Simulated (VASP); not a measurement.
Runs of VASP 6.6.1 on Ti. The structure is that of space group P6_3/mmc (No. 194), or close to it. The cells are those of the table. 

```csv
cell,gap on the mesh (eV),pressure (GPa)
"a = 2.950, b = 2.950, c = 4.733 Å, angles 90.0, 90.0, 120.0°, 2 atoms",none,(b)
"a = 2.950, b = 2.950, c = 4.780 Å, angles 90.0, 90.0, 120.0°, 2 atoms",none,-7.9
"a = 2.950, b = 2.950, c = 4.592 Å, angles 90.0, 90.0, 120.0°, 2 atoms",none,-4.0
"a = 2.950, b = 2.950, c = 4.639 Å, angles 90.0, 90.0, 120.0°, 2 atoms",none,(a)
"a = 2.950, b = 2.950, c = 4.850 Å, angles 90.0, 90.0, 120.0°, 2 atoms",none,-9.2
```

Alike in all rows: task single point; level PBEsol; potentials or basis VASP PAW PBE potentials, release 64 (Ti_sv); no spin polarisation; k mesh 18 × 18 × 10; cutoff (eV) 520; smearing gaussian 0.15 eV.

Q: Fill in the values left out.

A: (a) -5.4; (b) -7.2.

Caveats: the cell stands under tension; the PAW data sets were made with another functional, which shifts forces and pressure a little.

A gap of «none» marks levels without a gap at the run's occupations.
